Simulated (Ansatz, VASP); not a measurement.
# Ta: VASP beside Ansatz

The input INCAR:

```
SYSTEM = Ta
ALGO = Normal
DIPOL = 0.5 0.5 0.500
EDIFF = 1E-6
ENCUT = 520
GGA = PE
IDIPOL = 3
ISIF = 2
ISMEAR = -1
LASPH = .True.
LCHARG = .False.
LDIPOL = .True.
LREAL = .False.
LWAVE = .False.
NBANDS = 36
NELM = 100
PREC = Accurate
SIGMA = 0.1
```

The input KPOINTS:

```
k-points
0
Gamma
  13 13 1
  0 0 0
```

Contents of POSCAR:

```
Ta
1.0
    2.8752873616      0.0000000000      0.0000000000
   -0.9584291205      2.7108469216      0.0000000000
    0.0000000000      0.0000000000     25.3906000000
Ta
5
Direct
    0.0000000000      0.0000000000      0.3150762646
    0.5000000000      0.5000000000      0.4075381320
    0.0000000000      0.0000000000      0.5000000000
    0.5000000000      0.5000000000      0.5924618680
    0.0000000000      0.0000000000      0.6849237354
```

Input for Ansatz:

```yaml
crystal:
  lattice:
    - [2.8752873616, 0.0, 0.0]
    - [-0.9584291205, 2.7108469216, 0.0]
    - [0.0, 0.0, 25.3906]
  atoms:
    - { symbol: Ta, position: [0.0, 0.0, 0.3150762646] }
    - { symbol: Ta, position: [0.5, 0.5, 0.407538132] }
    - { symbol: Ta, position: [0.0, 0.0, 0.5] }
    - { symbol: Ta, position: [0.5, 0.5, 0.592461868] }
    - { symbol: Ta, position: [0.0, 0.0, 0.6849237354] }
kpoints:
  mp_grid: { grid: [13, 13, 1] }
scf:
  occupations: { method: fermi_dirac, width: 0.1 }
hamiltonian:
  xc: pbe
  pseudopotentials: { kind: all_electron, lapw: { basis_error: 0.001 } }
output:
  forces: true
  stress: true
  eigenvalues: true
  populations: true
  dos: { projected: true, de: 0.2, e_range: [-14, 8] }
efield:
  axis: 3
  amplitude: 0
  dipole_correction: true
```

Alike in both runs: task single point; functional PBE; k mesh 13 × 13 × 1; occupations fermi-dirac, width 0.1 eV; no spin polarisation.

|  | VASP | Ansatz |
| --- | --- | --- |
| version | VASP 6.6.1 | Ansatz 0.2.0 |
| potentials or method | VASP PAW PBE potentials, release 64 (Ta_pv), cutoff 520 eV | all-electron LAPW, scalar-relativistic |

Ansatz gave:

* rms of the force components (eV/Å): 0.240

Problem. What did VASP give for the same quantities?

Solution. rms of the force components (eV/Å): 0.242.

Atom by atom the forces differ by 0.004 eV/Å (rms over components). Ansatz ran all-electron here, and VASP with PAW potentials.

Neither program's run includes spin-orbit coupling.
